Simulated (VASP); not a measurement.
# C (Fmmm) in VASP: notebook, part 2 of 2

VASP 6.6.1. The steps go on from the part before.

### 6 Relaxation of cell and atoms, LDA

Contents of INCAR:

```
SYSTEM = C
PREC = Accurate
ENCUT = 600
EDIFF = 1E-6
ISMEAR = 0
SIGMA = 0.02
LREAL = .False.
LASPH = .True.
NELM = 60
ALGO = Normal
ISIF = 3
LWAVE = .False.
LCHARG = .False.
GGA = CA
IBRION = 2
NSW = 100
EDIFFG = -0.005
```

Contents of KPOINTS:

```
Automatic mesh
0
Gamma
  18 18 18
  0 0 0
```

Contents of POSCAR:

```
C
1.0
    0.0000000000      2.1171581298      3.3687394280
    1.2224696866      0.0000000000      3.3687394280
    1.2224696866      2.1171581298      0.0000000000
C
2
Direct
    0.1667410834      0.8332589166      0.1667410834
    0.8332589166      0.1667410834      0.8332589166
```

Potentials or basis: VASP PAW LDA potentials, release 64 (C).

Started as:

```console
$ cat potpaw_LDA.64/C/POTCAR > POTCAR
$ mpirun -np 1 vasp_std > vasp.out
```

OUTCAR:

```text
SYSTEM = C
   PREC = Accurate
   ENCUT = 600
   EDIFF = 1E-6
   ISMEAR = 0
   LREAL = .False.
   LASPH = .True.
   NELM = 60
   ISIF = 3
   GGA = CA
   IBRION = 2
   NSW = 100
   EDIFFG = -0.005

 ion  position               nearest neighbor table
   1  0.167  0.833  0.167-   2 1.41   2 1.41   2 1.41
   2  0.833  0.167  0.833-   1 1.41   1 1.41   1 1.41

  LATTYP: Found a face centered orthorhombic cell.
 ALAT       =     2.4449393732
 B/A-ratio  =     1.7318696349
 C/A-ratio  =     2.7556834046

  Lattice vectors:

 A1 = (   0.0000000000,   2.1171581298,   3.3687394280)
 A2 = (   1.2224696866,   0.0000000000,   3.3687394280)
 A3 = (   1.2224696866,   2.1171581298,   0.0000000000)

Analysis of symmetry for initial positions (statically):
=====================================================================
 Subroutine PRICEL returns:
 Original cell was already a primitive cell.

 Routine SETGRP: Setting up the symmetry group for a
 face centered orthorhombic supercell.

 Subroutine GETGRP returns: Found  8 space group operations
 (whereof  8 operations were pure point group operations)
 out of a pool of  8 trial point group operations.

The static configuration has the point symmetry D_2h.

Analysis of symmetry for dynamics (positions and initial velocities):
=====================================================================
 Subroutine PRICEL returns:
 Original cell was already a primitive cell.

 Routine SETGRP: Setting up the symmetry group for a
 face centered orthorhombic supercell.

 Subroutine GETGRP returns: Found  8 space group operations
 (whereof  8 operations were pure point group operations)
 out of a pool of  8 trial point group operations.

The dynamic configuration has the point symmetry D_2h.

 Subroutine INISYM returns: Found  8 space group operations
 (whereof  8 operations are pure point group operations),
 and found     1 'primitive' translations

----------------------------------------------------------------------------------------

                                     Primitive cell

  volume of cell :      17.4377

  direct lattice vectors                    reciprocal lattice vectors
     0.000000000  2.117158130  3.368739428    -0.409008097  0.236165638  0.148423471
     1.222469687  0.000000000  3.368739428     0.409008097 -0.236165638  0.148423471
     1.222469687  2.117158130  0.000000000     0.409008097  0.236165638 -0.148423471

  length of vectors
     3.978789248  3.583690482  2.444747570     0.495067024  0.495067024  0.495067024

  position of ions in fractional coordinates (direct lattice)
     0.166741083  0.833258917  0.166741083
     0.833258917  0.166741083  0.833258917

  ion indices of the primitive-cell ions
   primitive index   ion index
                 1           1
                 2           2

----------------------------------------------------------------------------------------

 KPOINTS: Automatic mesh

Automatic generation of k-mesh.
 Grid dimensions read from file:
 generate k-points for:   18   18   18

[... 60 lines left out ...]
   LASPH  =      T    aspherical Exc in radial PAW
   ENCUT  =  600.0 eV  44.10 Ry    6.64 a.u.   7.95  7.16  4.88*2*pi/ulx,y,z
   NELM   =     60;   NELMIN=  2; NELMDL= -5     # of ELM steps
   EDIFF  = 0.1E-05   stopping-criterion for ELM
   LREAL  =      F    real-space projection
   EDIFFG = -.5E-02   stopping-criterion for IOM
   NSW    =    100    number of steps for IOM
   IBRION =      2    ionic relax: 0-MD 1-quasi-New 2-CG
   NFREE  =      1    steps in history (QN), initial steepest desc. (CG)
   ISIF   =      3    stress and relaxation
   ISYM   =      2    0-nonsym 1-usesym 2-fastsym
   POTIM  = 0.5000    time-step for ionic-motion
   TEBEG  =    0.0;   TEEND  =   0.0 temperature during run
   PSTRESS=    0.0 pullay stress
   NELECT =       8.0000    total number of electrons
   NUPDOWN=      -1.0000    fix difference up-down
   EMIN   =  10.00;   EMAX   =-10.00  energy-range for DOS
   EFERMI =   0.00;   METHOD = LEGACY
   ISMEAR =     0;   SIGMA  =   0.02  broadening in eV -4-tet -1-fermi 0-gaus
   EFERMI_NEDOS =   21; number of points for ismear=-14 and -15
   IALGO  =     38    algorithm
   IMIX   =      4    mixing-type and parameters
     AMIX     =   0.40;   BMIX     =  1.00
     AMIX_MAG =   1.60;   BMIX_MAG =  1.00
  volume/ion in A,a.u.               =       8.72        58.84
  Fermi-wavevector in a.u.,A,eV,Ry     =   1.262627  2.386020 21.690789  1.594228
  Thomas-Fermi vector in A             =   2.396026
   LORBIT       =      0    0 simple, 1 ext, 2 COOP (PROOUT), +10 PAW based schemes
   GGA     = CA    functional components
   LHFCALC =     F    Hartree Fock is set to
   AEXX    =    0.0000 exact exchange contribution
   IVDW    =     0    specifies the selected vdW correction
   LEPSILON=     F    determine dielectric tensor
   LRPA    =     F    only Hartree local field effects (RPA)
 conjugate gradient relaxation of ions
 non-spin polarized calculation
 Gauss-broadening in eV      SIGMA  =   0.02
  energy-cutoff  :      600.00
  volume of cell :       17.44
 maximum number of plane-waves:       597
   NGX = 15   NGY = 15   NGZ =  9

--------------------------------------- Ionic step        1  -------------------------------------------

 number of electron       8.0000000 magnetization

 Free energy of the ion-electron system (eV)
  ---------------------------------------------------
  ext. energy  EPLUGINS =         0.00000000
  ---------------------------------------------------
  free energy    TOTEN  =       -20.22683312 eV

  energy without entropy =      -20.22683278  energy(sigma->0) =      -20.22683295

------------------------ aborting loop because EDIFF is reached ----------------------------------------

  FORCE on cell =-STRESS in cart. coord.  units (eV):
  Direction    XX          YY          ZZ          XY          YZ          ZX
  --------------------------------------------------------------------------------------
  -------------------------------------------------------------------------------------
  Total        0.1054544      0.0485676     -0.0474943      0.0000000      0.0000000      0.0000000
  in kB        9.6891694      4.4623946     -4.3637840      0.0000000      0.0000000      0.0000000
  external PRESSURE =       3.2625933 kB  Pullay stress =       0.0000000 kB
[... 89 lines left out ...]
  FREE ENERGIE OF THE ION-ELECTRON SYSTEM (eV)
  ---------------------------------------------------
  free  energy   TOTEN  =       -20.2268989087 eV

  energy  without entropy=      -20.2268985740  energy(sigma->0) =      -20.22689874

[... ionic steps 4 to 14 ...]

--------------------------------------- Ionic step       15  -------------------------------------------

 number of electron       8.0000000 magnetization

------------------------ aborting loop because EDIFF is reached ----------------------------------------
[... 67 lines left out ...]
--------------------------------------- Ionic step       17  -------------------------------------------

 number of electron       8.0000000 magnetization

 Free energy of the ion-electron system (eV)
  ---------------------------------------------------
  ext. energy  EPLUGINS =         0.00000000
  ---------------------------------------------------
  free energy    TOTEN  =       -20.22724903 eV

  energy without entropy =      -20.22724887  energy(sigma->0) =      -20.22724895

 E-fermi :   4.7792     XC(G=0): -10.8654

 val. band max:        4.7365962980   @ k =  -0.2778   0.0556   0.3333
 cond. band min:       4.8217106863   @ k =  -0.2222   0.1111   0.3333
 fundamental gap:      0.0851143883
 Fermi energy:         4.7791534358

 k-point     1 :       0.0000    0.0000    0.0000
  band No.  band energies     occupation
      1     -14.8419      2.00000
      2      -1.8484      2.00000
      3       1.7990      2.00000
      4       1.8131      2.00000
      5       8.6729      0.00000
      6      13.2268      0.00000
      7      13.2993      0.00000
      8      16.3563      0.00000
[... 243 lines left out ...]
 k-point    24 :      -0.2222    0.0556    0.0000
  band No.  band energies     occupation
      1     -12.9836      2.00000
      2      -3.2404      2.00000
      3      -0.5223      2.00000
      4       0.0442      2.00000
      5      10.9161      0.00000
      6      11.3300      0.00000
      7      13.0675      0.00000
      8      19.3561      0.00000

 [... further k-points ...]

------------------------ aborting loop because EDIFF is reached ----------------------------------------

  FORCE on cell =-STRESS in cart. coord.  units (eV):
  Direction    XX          YY          ZZ          XY          YZ          ZX
  --------------------------------------------------------------------------------------
  -------------------------------------------------------------------------------------
  Total       -0.0094835      0.0061329     -0.0000141      0.0000000      0.0000000      0.0000000
  in kB       -0.8829553      0.5709947     -0.0013082      0.0000000      0.0000000      0.0000000
  external PRESSURE =      -0.1044229 kB  Pullay stress =       0.0000000 kB
[... 17 lines left out ...]
  FREE ENERGIE OF THE ION-ELECTRON SYSTEM (eV)
  ---------------------------------------------------
  free  energy   TOTEN  =       -20.2272490325 eV

  energy  without entropy=      -20.2272488652  energy(sigma->0) =      -20.22724895

 reached required accuracy - stopping structural energy minimisation
```

CONTCAR:

```text
C
   1.00000000000000
    -0.0000000000000000    2.1175616225149154    3.3210381373361035
     1.2234919458539779   -0.0000000000000000    3.3210381373361035
     1.2234919458539779    2.1175616225149154    0.0000000000000000
  C
     2
Direct
     0.1667052743452348    0.8332947256547654    0.1667052743452348
     0.8332947256547654    0.1667052743452348    0.8332947256547654

  0.00000000E+00  0.00000000E+00  0.00000000E+00
  0.00000000E+00  0.00000000E+00  0.00000000E+00
```

Wall time 5.9 min (1 thread of Intel Xeon 6975P-C (Granite Rapids), shared host); peak memory 0.22 GiB.

What came out:

| Quantity | Value |
| --- | --- |
| Free energy | -20.2272 eV |
| Relaxed volume | 8.60 Å³/atom |
| Relaxed cell | a = 3.939 Å, b = 3.539 Å, c = 2.446 Å, α = 80.04°, β = 62.26°, γ = 37.70° |
| Space group after relaxing (to 0.05 Å) | Fmmm (No. 69) |
| Energy gained by relaxing | 0.2 meV/atom |
| Ionic steps | 17 |
| Pressure after relaxing | 0.0 GPa |
| Band gap on the k mesh | 0.09 eV, indirect (least direct gap 0.17 eV) |

Stress tensor (GPa, compression positive):
```
-0.09  0.00  0.00
 0.00  0.06  0.00
 0.00  0.00  0.00
```

Step by step:
```csv
step,energy change (eV),largest force (eV/Å),pressure (GPa),volume (Å³)
1,0.0000,0.0267,0.33,17.44
2,0.0003,0.1397,-1.22,17.48
3,-0.0001,0.0215,-0.15,17.45
4,-0.0001,0.0483,-0.40,17.44
5,-0.0001,0.0223,-0.34,17.45
6,-0.0001,0.0206,-0.27,17.43
7,-0.0002,0.0154,-0.14,17.39
8,-0.0003,0.0048,0.02,17.31
9,-0.0002,0.0167,0.46,17.14
10,-0.0003,0.0019,0.17,17.25
11,-0.0004,0.0039,0.14,17.24
12,-0.0004,0.0162,0.07,17.20
13,-0.0004,0.0002,0.02,17.21
14,-0.0004,0.0081,-0.01,17.21
15,-0.0004,0.0061,-0.03,17.21
16,-0.0004,0.0033,-0.02,17.21
17,-0.0004,0.0020,-0.01,17.21
```

Final structure:
```xyz
2
Lattice="0.0000 2.1176 3.3210 1.2235 0.0000 3.3210 1.2235 2.1176 0.0000" Properties=species:S:1:pos:R:3 pbc="T T T"
C     1.2235    0.7060    3.3210
C     1.2235    3.5291    3.3210
```

Levels at points of the mesh, in eV from the valence-band top:
| k point | band 1 | band 2 | band 3 | band 4 | band 5 | band 6 | band 7 | band 8 |
| --- | --- | --- | --- | --- | --- | --- | --- | --- |
| (0.00, 0.00, 0.00) | -19.58 | -6.58 | -2.94 | -2.92 | 3.94 | 8.49 | 8.56 | 11.62 |
| (0.50, 0.00, 0.00) | -14.03 | -13.22 | -6.38 | -2.36 | 1.64 | 7.77 | 12.39 | 13.47 |
| (0.50, 0.50, 0.00) | -19.24 | -8.74 | -2.96 | -2.92 | 8.45 | 8.53 | 10.36 | 11.77 |
| (0.50, 0.00, 0.50) | -14.15 | -13.31 | -6.36 | -1.51 | 2.59 | 7.98 | 11.03 | 11.14 |
| (0.00, 0.50, 0.50) | -13.89 | -13.12 | -6.42 | -3.08 | 0.87 | 7.53 | 13.66 | 17.36 |

### 7 Summary

| task | cell | k mesh | cutoff (eV) | gap on the mesh (eV) | pressure (GPa) |
| --- | --- | --- | --- | --- | --- |
| single point | a = 3.979, b = 3.584, c = 2.445 Å, angles 80.2, 62.6, 37.3°, 2 atoms | 14 × 14 × 14 | 520 | 0.37 | 0.8 |
| single point | a = 3.971, b = 3.575, c = 2.444 Å, angles 80.1, 62.5, 37.3°, 2 atoms | 18 × 18 × 18 | 520 | 0.08 | 0.8 |
| single point | a = 3.972, b = 3.576, c = 2.445 Å, angles 80.2, 62.5, 37.3°, 2 atoms | 18 × 18 × 18 | 520 | 0.08 | 0.8 |
| relaxation of shape and atoms at fixed volume | relaxed from a = 3.931, b = 3.539, c = 2.420 Å, angles 80.1, 62.5, 37.3°, 2 atoms | 18 × 18 × 18 | 600 | 0.09 | 0.7 |
| relaxation of cell and atoms | relaxed from a = 3.979, b = 3.584, c = 2.445 Å, angles 80.2, 62.6, 37.3°, 2 atoms | 18 × 18 × 18 | 600 | 0.09 | 0.0 |

Alike in all rows: level LDA; potentials or basis VASP PAW LDA potentials, release 64 (C); no spin polarisation; smearing gaussian 0.02 eV.

Total energies depend on the potentials used, so only differences within one code and one set of settings carry meaning.
